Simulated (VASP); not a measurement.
# Si3H2C4 in VASP: a series of runs

Runs on Si3H2C4. Level: LDA. Tasks: single point.

Everything below comes from runs of VASP 6.6.1. Logs are shortened: lines on timing, memory, paths and dates and some standing lists are left out, and cuts for length are marked.

**1. The cell of the first run**

The cell holds a slab with vacuum, 18 atoms: a = 6.122 Å, b = 3.061 Å, c = 19.996 Å, α = 90.00°, β = 90.00°, γ = 90.00°.

**2. Single point, LDA**

Input file INCAR:

```
SYSTEM = Si3H2C4
ALGO     = Normal         ! electronic algorithm
DIPOL    = 0.5 0.5 0.355
EDIFF    = 1E-6           ! SCF threshold, eV
ENCUT    = 520            ! plane-wave cutoff, eV
GGA      = CA             ! functional
IDIPOL   = 3            
ISIF     = 2              ! what is computed and relaxed
ISMEAR   = 0              ! smearing method
LASPH    = .True.         ! aspherical terms in the spheres
LCHARG   = .True.         ! write CHGCAR
LDIPOL   = .True.       
LELF     = .True.         ! ELF
LREAL    = Auto         
LVACPOTAV= .True.       
LVHAR    = .True.       
LWAVE    = .False.        ! write WAVECAR
NBANDS   = 45             ! bands
NELM     = 100            ! most SCF steps
PREC     = Accurate       ! precision mode
SIGMA    = 0.05           ! smearing width, eV
```

Input file KPOINTS:

```
k-points
0
Gamma
  4 8 1
  0 0 0
```

Input file POSCAR:

```
Si3H2C4
1.0
    6.1223116280      0.0000000000      0.0000000000
    0.0000000000      3.0611558140      0.0000000000
    0.0000000000      0.0000000000     19.9960979072
C Si H
8 6 4
Direct
    0.5000000000      0.5000000000      0.2326656844
    0.0000000000      0.5000000000      0.2326656844
    0.7500000000      0.0000000000      0.3409150060
    0.2500000000      0.0000000000      0.3409150060
   -0.0025657250      0.5000000000      0.4655674664
    0.5015205677      0.5000000000      0.4488705654
    0.3867903708      0.0000000000      0.5598806535
    0.6096858094      0.0000000000      0.5668320098
    0.2500000000      0.5000000000      0.2867903452
    0.7500000000      0.5000000000      0.2867903452
    0.5006302611      0.0000000000      0.3956609481
   -0.0015333115      0.0000000000      0.4030439945
    0.7197334231      0.5000000000      0.5165058247
    0.2749427175      0.5000000000      0.5129008381
    0.5000000000      0.2236746754      0.1987605550
    0.5000000000      0.7763253246      0.1987605550
    0.0000000000      0.7759774367      0.1986431602
    0.0000000000      0.2240225633      0.1986431602
```

Potentials or basis: VASP PAW LDA potentials, release 64 (C, Si, H).

The run is started by

```bash
> cat potpaw_LDA.64/C/POTCAR potpaw_LDA.64/Si/POTCAR potpaw_LDA.64/H/POTCAR > POTCAR
> mpirun -np 1 vasp_std > vasp.out
```

OUTCAR:

```text
SYSTEM = Si3H2C4
   EDIFF = 1E-6
   ENCUT = 520
   GGA = CA
   ISIF = 2
   ISMEAR = 0
   LASPH = .True.
   LREAL = Auto
   NELM = 100
   PREC = Accurate

 ion  position               nearest neighbor table
   1  0.500  0.500  0.233-  15 1.08  16 1.08   9 1.87  10 1.87
   2  0.000  0.500  0.233-  17 1.08  18 1.08   9 1.87  10 1.87
   3  0.750  0.000  0.341-  10 1.87  10 1.87  11 1.88  12 1.96
   4  0.250  0.000  0.341-   9 1.87   9 1.87  11 1.88  12 1.98
   5  0.997  0.500  0.466-  14 1.94  12 1.98  12 1.98  13 1.98
   6  0.502  0.500  0.449-  11 1.86  11 1.86  14 1.89  13 1.90
   7  0.387  0.000  0.560-   8 1.37  14 1.92  14 1.92
   8  0.610  0.000  0.567-   7 1.37  13 1.95  13 1.95
   9  0.250  0.500  0.287-   4 1.87   4 1.87   1 1.87   2 1.87  10 3.06  10 3.06  11 3.07  11 3.07

  10  0.750  0.500  0.287-   3 1.87   3 1.87   1 1.87   2 1.87   9 3.06   9 3.06  11 3.07  11 3.07

  11  0.501  0.000  0.396-   6 1.86   6 1.86   3 1.88   4 1.88  12 3.05  10 3.07  10 3.07   9 3.07
                             9 3.07  12 3.08  14 3.12  14 3.12
  12  0.998  0.000  0.403-   3 1.96   5 1.98   5 1.98   4 1.98  11 3.05  11 3.08
  13  0.720  0.500  0.517-   6 1.90   8 1.95   8 1.95   5 1.98  14 2.72
  14  0.275  0.500  0.513-   6 1.89   7 1.92   7 1.92   5 1.94  13 2.72  11 3.12  11 3.12
  15  0.500  0.224  0.199-   1 1.08
  16  0.500  0.776  0.199-   1 1.08
  17  0.000  0.776  0.199-   2 1.08
  18  0.000  0.224  0.199-   2 1.08

  LATTYP: Found a simple orthorhombic cell.
 ALAT       =     3.0611558140
 B/A-ratio  =     2.0000000000
 C/A-ratio  =     6.5322051938

  Lattice vectors:

 A1 = (   0.0000000000,  -3.0611558140,   0.0000000000)
 A2 = (   6.1223116280,   0.0000000000,   0.0000000000)
 A3 = (   0.0000000000,   0.0000000000,  19.9960979072)

Analysis of symmetry for initial positions (statically):
=====================================================================
 Subroutine PRICEL returns:
 Original cell was already a primitive cell.

 Routine SETGRP: Setting up the symmetry group for a
 simple orthorhombic supercell.

 Subroutine GETGRP returns: Found  2 space group operations
 (whereof  2 operations were pure point group operations)
 out of a pool of  8 trial point group operations.

The static configuration has the point symmetry C_1h.

Analysis of symmetry for dynamics (positions and initial velocities):
=====================================================================
 Subroutine PRICEL returns:
 Original cell was already a primitive cell.

 Routine SETGRP: Setting up the symmetry group for a
 simple orthorhombic supercell.

 Subroutine GETGRP returns: Found  2 space group operations
 (whereof  2 operations were pure point group operations)
 out of a pool of  8 trial point group operations.

The dynamic configuration has the point symmetry C_1h.

 Subroutine INISYM returns: Found  2 space group operations
 (whereof  2 operations are pure point group operations),
 and found     1 'primitive' translations

----------------------------------------------------------------------------------------

                                     Primitive cell

  volume of cell :     374.7539

  direct lattice vectors                    reciprocal lattice vectors
     6.122311628  0.000000000  0.000000000     0.163336998  0.000000000  0.000000000
     0.000000000  3.061155814  0.000000000     0.000000000  0.326673995  0.000000000
     0.000000000  0.000000000 19.996097907     0.000000000  0.000000000  0.050009757

  length of vectors
     6.122311628  3.061155814 19.996097907     0.163336998  0.326673995  0.050009757

  position of ions in fractional coordinates (direct lattice)
     0.500000000  0.500000000  0.232665684
     0.000000000  0.500000000  0.232665684
     0.750000000  0.000000000  0.340915006
     0.250000000  0.000000000  0.340915006
     0.997434275  0.500000000  0.465567466
     0.501520568  0.500000000  0.448870565
[... 10 lines left out ...]
     0.000000000  0.775977437  0.198643160
     0.000000000  0.224022563  0.198643160

  ion indices of the primitive-cell ions
   primitive index   ion index
                 1           1
                 2           2
                 3           3
                 4           4
                 5           5
                 6           6
[... 10 lines left out ...]
                17          17
                18          18

----------------------------------------------------------------------------------------

 KPOINTS: k-points

Automatic generation of k-mesh.
 Grid dimensions read from file:
 generate k-points for:    4    8    1

 Generating k-lattice:

  Cartesian coordinates                     Fractional coordinates (reciprocal lattice)
     0.040834249  0.000000000  0.000000000     0.250000000  0.000000000  0.000000000
     0.000000000  0.040834249  0.000000000     0.000000000  0.125000000  0.000000000
     0.000000000  0.000000000  0.050009757     0.000000000  0.000000000  1.000000000

  Length of vectors
     0.040834249  0.040834249  0.050009757

  Shift w.r.t. Gamma in fractional coordinates (k-lattice)
     0.000000000  0.000000000  0.000000000

 Subroutine IBZKPT returns following result:
 ===========================================

 Found     15 irreducible k-points:

 Following reciprocal coordinates:
            Coordinates               Weight
  0.000000  0.000000  0.000000      1.000000
  0.250000  0.000000  0.000000      2.000000
  0.500000  0.000000  0.000000      1.000000
  0.000000  0.125000  0.000000      2.000000
  0.250000  0.125000  0.000000      4.000000
  0.500000  0.125000  0.000000      2.000000
  0.000000  0.250000  0.000000      2.000000
  0.250000  0.250000  0.000000      4.000000
  0.500000  0.250000  0.000000      2.000000
  0.000000  0.375000  0.000000      2.000000
  0.250000  0.375000  0.000000      4.000000
  0.500000  0.375000  0.000000      2.000000
  0.000000  0.500000  0.000000      1.000000
  0.250000  0.500000  0.000000      2.000000
  0.500000  0.500000  0.000000      1.000000
   k-points           NKPTS =     15   k-points in BZ     NKDIM =     15   number of bands    NBANDS=     45
   number of dos      NEDOS =    301   number of ions     NIONS =     18
   total plane-waves  NPLWV = 172800
   dimension x,y,z NGX =    48 NGY =   24 NGZ =  150
   dimension x,y,z NGXF=    96 NGYF=   48 NGZF=  300
   ions per type =               8   6   4
   NGX,Y,Z   is equivalent  to a cutoff of  13.03, 13.03, 12.47 a.u.
   NGXF,Y,Z  is equivalent  to a cutoff of  26.07, 26.07, 24.94 a.u.
 SYSTEM =  Si3H2C4
   PREC   = accura    normal or accurate (medium, high low for compatibility)
   ISTART =      0    job   : 0-new  1-cont  2-samecut
   ICHARG =      2    charge: 1-file 2-atom 10-const
   ISPIN  =      1    spin polarized calculation?
   LNONCOLLINEAR =      F non collinear calculations
   LSORBIT =      F    spin-orbit coupling
   LASPH  =      T    aspherical Exc in radial PAW
   ENCUT  =  520.0 eV  38.22 Ry    6.18 a.u.  11.38  5.69 37.18*2*pi/ulx,y,z
   NELM   =    100;   NELMIN=  2; NELMDL= -5     # of ELM steps
   EDIFF  = 0.1E-05   stopping-criterion for ELM
   LREAL  =      T    real-space projection
   EDIFFG = 0.1E-04   stopping-criterion for IOM
   NSW    =      0    number of steps for IOM
   IBRION =     -1    ionic relax: 0-MD 1-quasi-New 2-CG
   NFREE  =      0    steps in history (QN), initial steepest desc. (CG)
   ISIF   =      2    stress and relaxation
   ISYM   =      2    0-nonsym 1-usesym 2-fastsym
   POTIM  = 0.5000    time-step for ionic-motion
   TEBEG  =    0.0;   TEEND  =   0.0 temperature during run
   PSTRESS=    0.0 pullay stress
   NELECT =      60.0000    total number of electrons
   NUPDOWN=      -1.0000    fix difference up-down
   EMIN   =  10.00;   EMAX   =-10.00  energy-range for DOS
   EFERMI =   0.00;   METHOD = LEGACY
   ISMEAR =     0;   SIGMA  =   0.05  broadening in eV -4-tet -1-fermi 0-gaus
   EFERMI_NEDOS =   21; number of points for ismear=-14 and -15
   IALGO  =     38    algorithm
   IMIX   =      4    mixing-type and parameters
     AMIX     =   0.40;   BMIX     =  1.00
     AMIX_MAG =   1.60;   BMIX_MAG =  1.00
  volume/ion in A,a.u.               =      20.82       140.50
  Fermi-wavevector in a.u.,A,eV,Ry     =   0.888948  1.679869 10.751721  0.790229
  Thomas-Fermi vector in A             =   2.010445
   LORBIT       =      0    0 simple, 1 ext, 2 COOP (PROOUT), +10 PAW based schemes
   GGA     = CA    functional components
   LHFCALC =     F    Hartree Fock is set to
   AEXX    =    0.0000 exact exchange contribution
   IVDW    =     0    specifies the selected vdW correction
   LEPSILON=     F    determine dielectric tensor
   LRPA    =     F    only Hartree local field effects (RPA)
 non-spin polarized calculation
 Gauss-broadening in eV      SIGMA  =   0.05
  energy-cutoff  :      520.00
  volume of cell :      374.75
 maximum number of plane-waves:     10115
 NGX is ok and might be reduce to    48
   NGX = 23   NGY = 11   NGZ = 75

 dipolmoment           0.000000      0.000000     -0.004168 electrons x Angstroem

 number of electron      60.0000002 magnetization

 dipolmoment           0.000000      0.000000      0.175224 electrons x Angstroem

 Free energy of the ion-electron system (eV)
  ---------------------------------------------------
  ext. energy  EPLUGINS =         0.00000000
  ---------------------------------------------------
  free energy    TOTEN  =      -129.04870248 eV

  energy without entropy =     -129.04693703  energy(sigma->0) =     -129.04781976

 E-fermi :   1.0040     XC(G=0):  -5.4771

 val. band max:        1.0039912215   @ k =   0.0000   0.3750   0.0000
 cond. band min:       1.2528783709   @ k =   0.2500   0.3750   0.0000
 fundamental gap:      0.2488871495
 Fermi energy:         1.0040033939

 k-point     1 :       0.0000    0.0000    0.0000
  band No.  band energies     occupation
      1     -15.5691      2.00000
      2     -14.7882      2.00000
      3     -13.4445      2.00000
      4     -12.5331      2.00000
      5     -12.1216      2.00000
      6     -12.1031      2.00000
[... 664 lines left out ...]
     41       5.7584      0.00000
     42       6.2696      0.00000
 [bands above 42 left out]

------------------------ aborting loop because EDIFF is reached ----------------------------------------

  FORCE on cell =-STRESS in cart. coord.  units (eV):
  Direction    XX          YY          ZZ          XY          YZ          ZX
  --------------------------------------------------------------------------------------
  -------------------------------------------------------------------------------------
  Total       -7.5713221      7.5138297    -14.1279892      0.0000000      0.0000000      0.0076251
  in kB      -32.3695141     32.1237183    -60.4010954      0.0000000      0.0000000      0.0325994
  external PRESSURE =     -20.2156304 kB  Pullay stress =       0.0000000 kB

 VOLUME and BASIS-vectors are now :
 -----------------------------------------------------------------------------
  energy-cutoff  :      520.00
  volume of cell :      374.75
      direct lattice vectors                 reciprocal lattice vectors
     6.122311628  0.000000000  0.000000000     0.163336998  0.000000000  0.000000000
     0.000000000  3.061155814  0.000000000     0.000000000  0.326673995  0.000000000
     0.000000000  0.000000000 19.996097907     0.000000000  0.000000000  0.050009757

 POSITION                                       TOTAL-FORCE (eV/Angst)
 -----------------------------------------------------------------------------------
      3.06116      1.53058      4.65241         0.001087      0.000000      0.790888
      0.00000      1.53058      4.65241        -0.001094      0.000000      0.628657
      4.59173      0.00000      6.81697         0.556021      0.000000      0.974359
      1.53058      0.00000      6.81697        -0.558138      0.000000      1.109328
      6.10660      1.53058      9.30953         0.006058      0.000000      0.015337
      3.07047      1.53058      8.97566        -0.002122      0.000000     -0.015416
[... 10 lines left out ...]
      0.00000      2.37539      3.97209         0.000124      0.033273     -0.025450
      0.00000      0.68577      3.97209         0.000124     -0.033273     -0.025450
 -----------------------------------------------------------------------------------
    total drift:                                0.004375      0.000000     -0.014843

  FREE ENERGIE OF THE ION-ELECTRON SYSTEM (eV)
  ---------------------------------------------------
  free  energy   TOTEN  =      -129.0487024820 eV

  energy  without entropy=     -129.0469370334  energy(sigma->0) =     -129.04781976

 vacuum level on the upper side and lower side of the slab         6.019         4.327
```

Wall time 9 min (1 thread of AMD EPYC 7R43 (Zen 3), shared host); peak memory 0.38 GiB.

What came out:

```yaml
Free_energy: -129.0487 eV
Largest_force: 2.098 eV/Å
Band_gap_on_the_k_mesh: zero (band 30 reaches 1.45 eV, above the bottom of band 31 at 0.57 eV)
```

Forces on the atoms (eV/Å):
```
C    0.001  0.000  0.791
C   -0.001  0.000  0.629
C    0.556  0.000  0.974
C   -0.558  0.000  1.109
C    0.006  0.000  0.015
C   -0.002  0.000 -0.015
C   -0.074  0.000 -0.583
C    0.066  0.000 -2.097
Si  -0.391  0.000 -0.342
Si   0.389  0.000 -0.358
Si   0.003  0.000 -0.001
Si   0.002  0.000 -0.002
Si   0.016  0.000  0.002
Si  -0.013  0.000 -0.001
H    0.000 -0.037 -0.035
H    0.000  0.037 -0.035
H    0.000  0.033 -0.025
H    0.000 -0.033 -0.025
```

**3. Single point, LDA**

Input file INCAR:

```
ALGO = Normal ; DIPOL = 0.5 0.5 0.356
EDIFF = 1E-6 ; ENCUT = 520
IDIPOL = 3 ; ISIF = 2
ISMEAR = 0 ; LASPH = True
LCHARG = False ; LDIPOL = True
LREAL = Auto ; LWAVE = False
NBANDS = 45 ; NELM = 100
PREC = Accurate ; SIGMA = 0.05
```

Input file KPOINTS:

```
k-points
0
Gamma
  4 8 1
```

Input file POSCAR:

```
Si3H2C4
1.0
    6.1223116280      0.0000000000      0.0000000000
    0.0000000000      3.0611558140      0.0000000000
    0.0000000000      0.0000000000     19.9960979072
C Si H
8 6 4
Direct
    0.5000000000      0.5000000000      0.2326656844
    0.0000000000      0.5000000000      0.2326656844
    0.7500000000      0.0000000000      0.3409150060
    0.2500000000      0.0000000000      0.3409150060
    0.0000341576      0.5000000000      0.4670079070
    0.5000245541      0.5000000000      0.4506361500
    0.3880615234      0.0000000000      0.5668320098
    0.6120861006      0.0000000000      0.5668320098
    0.2500000000      0.5000000000      0.2867903452
    0.7500000000      0.5000000000      0.2867903452
    0.5000029272      0.0000000000      0.3965851142
   -0.0000201291      0.0000000000      0.4038891614
    0.7220878106      0.5000000000      0.5169713762
    0.2778302829      0.5000000000      0.5169474095
    0.5000000000      0.2236746754      0.1987605550
    0.5000000000      0.7763253246      0.1987605550
    0.0000000000      0.7759774367      0.1986431602
    0.0000000000      0.2240225633      0.1986431602
```

Potentials or basis: VASP PAW LDA potentials, release 64 (C, Si, H).

The run is started by

```bash
> cat potpaw_LDA.64/C/POTCAR potpaw_LDA.64/Si/POTCAR potpaw_LDA.64/H/POTCAR > POTCAR
> mpirun -np 1 vasp_std > vasp.out
```

It took 11 min on 1 thread of AMD EPYC 7R43 (Zen 3), shared host; peak memory 0.38 GiB.

The run converged. Its results:

* Free energy: -128.8942 eV
* Largest force: 1.634 eV/Å
* Band gap on the k mesh: zero (band 30 reaches 1.54 eV, above the bottom of band 31 at 0.55 eV)

Forces on the atoms (eV/Å):
```
C    0.000  0.000  0.788
C    0.000  0.000  0.633
C    0.485  0.000  1.271
C   -0.485  0.000  1.271
C   -0.007  0.000  0.024
C   -0.002  0.000 -0.024
C   -0.067  0.000 -1.633
C    0.059  0.000 -1.626
Si  -0.374  0.000 -0.290
Si   0.374  0.000 -0.291
Si   0.000  0.000  0.010
Si   0.003  0.000  0.000
Si   0.025  0.000 -0.008
Si  -0.009  0.000  0.001
H    0.000 -0.037 -0.037
H    0.000  0.037 -0.037
H    0.000  0.033 -0.026
H    0.000 -0.033 -0.026
```

Levels at points of the mesh, in eV from the Fermi level:
```
           k point  band 28  band 29  band 30  band 31  band 32  band 33
(0.00, 0.00, 0.00)    -1.84    -1.41     0.41     0.73     1.01     2.51
(0.50, 0.00, 0.00)    -1.86    -1.74     0.55     0.60     2.41     2.46
(0.00, 0.50, 0.00)    -1.97    -1.86    -1.82    -0.44     1.11     2.36
(0.50, 0.50, 0.00)    -3.47    -2.88    -2.62     0.34     1.91     2.32
```

(Part 1 of 2 ends here.)
